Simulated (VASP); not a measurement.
# Na3TlTe2: relaxation of cell and atoms with PBE

Na3TlTe2:

```
CELL_PARAMETERS angstrom
3.32416 1.91920 4.71251
-3.32416 1.91920 4.71251
0.00000 -3.83841 4.71251
ATOMIC_POSITIONS crystal
Na 0.29555 0.87150 0.29555
Na 0.29555 0.29555 0.87150
Na 0.87150 0.29555 0.29555
Tl 0.71943 0.71943 0.71943
Te 0.88104 0.88104 0.88104
Te 0.53231 0.53231 0.53231
```

The cell was built from a structure type or drawn by symmetry, and may not be a known phase.

```
Program                : VASP 6.6.1
Task                   : relaxation of cell and atoms
Functional             : PBE
Potentials or basis    : VASP PAW PBE potentials, release 64 (Na_pv, Tl_d, Te)
Cutoff                 : 600 eV
k mesh                 : 3 × 3 × 3
Occupations            : gaussian, width 0.1 eV
Spin                   : no spin polarisation
Dipole correction      : no
Further INCAR settings : ALGO = Normal; EDIFF = 1e-06; IBRION = 2; EDIFFG = -0.04; NSW = 90; ISIF = 3
```

- Relaxed volume: 34.89 Å³/atom
- Relaxed cell: a = 6.019 Å, b = 6.019 Å, c = 6.019 Å, α = 80.13°, β = 80.13°, γ = 80.13°
- Space group after relaxing (to 0.1 Å): R3m (No. 160)
- Energy gained by relaxing: 1504.7 meV/atom
- Ionic steps: 63
- Pressure after relaxing: 0.0 GPa
- Largest force after relaxing: 0.036 eV/Å
- Band gap on the k mesh: 1.54 eV

Forces on the atoms (eV/Å):
```
Na   0.009 -0.005  0.003
Na   0.000  0.011  0.003
Na  -0.009 -0.005  0.003
Tl   0.000  0.000  0.015
Te   0.000  0.000 -0.036
Te   0.000  0.000  0.012
```

Stress tensor (GPa, compression positive):
```
 0.00  0.00  0.00
 0.00  0.00  0.00
 0.00  0.00 -0.11
```

The path:
```tsv
step	energy change (eV)	largest force (eV/Å)	pressure (GPa)	volume (Å³)
1	0.0000	9.1650	20.20	180.39
3	-5.2199	2.0184	2.44	251.74
5	-5.2891	2.0054	1.18	272.48
7	-5.7098	0.4886	-0.37	299.88
9	-6.1089	0.3587	-0.89	320.53
11	-6.4172	0.9467	-0.51	316.34
13	-6.4939	1.6006	-0.11	313.01
15	-7.4261	1.5674	0.62	294.15
17	-6.9052	3.1797	2.12	283.75
19	-7.0846	3.0731	2.06	283.92
21	-7.3883	2.4236	2.18	283.77
23	-7.8306	1.1389	0.90	296.30
25	-8.0287	0.2246	-0.29	313.46
27	-8.0520	0.2103	0.09	299.80
29	-8.0806	0.2071	0.00	296.70
31	-8.2243	0.3240	-0.40	282.96
33	-6.7980	3.9467	4.50	231.70
35	-8.4038	1.6389	0.13	247.34
37	-8.5131	0.9904	-0.55	255.31
39	-8.5177	0.9304	-0.58	255.88
41	-8.5389	1.0521	-0.41	250.73
43	-8.5884	0.8494	-0.48	248.75
45	-8.7256	0.5303	-0.68	239.92
47	-8.7550	0.5638	-0.69	232.46
49	-8.9106	0.4526	0.48	210.58
51	-8.9787	0.2527	0.61	204.55
53	-9.0001	0.2357	0.35	204.49
55	-9.0144	0.1781	-0.17	210.77
57	-9.0188	0.0695	0.03	210.03
59	-9.0248	0.0828	-0.06	210.38
61	-9.0272	0.0563	0.01	209.31
63	-9.0279	0.0359	-0.04	209.34
```

Final structure:
```xyz
6
Lattice="3.8740 2.2366 4.0266 -3.8740 2.2366 4.0266 0.0000 -4.4733 4.0266" Properties=species:S:1:pos:R:3 pbc="T T T"
Na   -2.0978    1.2112    6.1663
Na    0.0000   -2.4223    6.1663
Na    2.0978    1.2112    6.1663
Tl    0.0000    0.0000    8.7869
Te    0.0000    0.0000   11.7355
Te    0.0000    0.0000    4.4101
```

Levels at points of the mesh, in eV from the valence-band top:
```
           k point  band 20  band 21  band 22  band 23  band 24  band 25  band 26  band 27
(0.00, 0.00, 0.00)    -1.09    -0.96    -0.16    -0.16     1.70     1.70     3.27     3.50
```

Run time: 24 min on 1 thread of AMD EPYC 7R13 Processor (Zen 3), on a shared host, peak memory 0.36 GiB.

Caveat: the volume moved by over 15 % at a fixed basis, so the end points are rough; spin-orbit coupling is left out, which moves the levels of the heavy elements; an odd mesh through Γ misses points on the zone boundary, where band edges can lie.
